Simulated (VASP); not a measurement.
Wanted: the native input for a VASP 6.6.1 run.

```
Task                   : single point
Functional             : PBE
Potentials or basis    : VASP PAW PBE potentials, release 64 (Ti_sv)
Cutoff                 : 500 eV
k mesh                 : 10 × 10 × 10
Occupations            : gaussian, width 0.1 eV
Spin                   : no spin polarisation
Dipole correction      : no
Further INCAR settings : ALGO = Normal; EDIFF = 1e-06; NBANDS = 19
```

The structure of Ti lies in POSCAR:

```
Ti
1.0
    0.0000000000      2.8364608842      2.8364608842
    2.8364608842      0.0000000000      2.8364608842
    2.8364608842      2.8364608842      0.0000000000
Ti
2
Direct
    0.2500000000      0.2500000000      0.2500000000
    0.0000000000      0.0000000000      0.0000000000
```

This isn't the form of Ti at room conditions, which is hcp.

The input as run:

INCAR

```
SYSTEM = Ti
PREC = Accurate
ENCUT = 500
EDIFF = 1E-6
ISMEAR = 0
SIGMA = 0.1
LREAL = .False.
LASPH = .True.
NELM = 120
ALGO = Normal
ISIF = 2
LWAVE = .False.
LCHARG = .False.
GGA = PE
NBANDS = 19
GGA_COMPAT = .False.
```

KPOINTS

```
regular mesh
0
Gamma
  10 10 10
  0 0 0
```

Potentials or basis: VASP PAW PBE potentials, release 64 (Ti_sv).

Launch:

```bash
$ cat potpaw_PBE.64/Ti_sv/POTCAR > POTCAR
$ mpirun -np 1 vasp_std > vasp.out
```

It gave:

* Pressure: 0.1 GPa
* Band gap on the k mesh: zero (bands 12 and 13 overlap by 0.18 eV)

Wall time 22 s on 1 thread of AMD EPYC 9R45 96-Core Processor (Zen 5), on a shared host, peak memory 0.15 GiB.
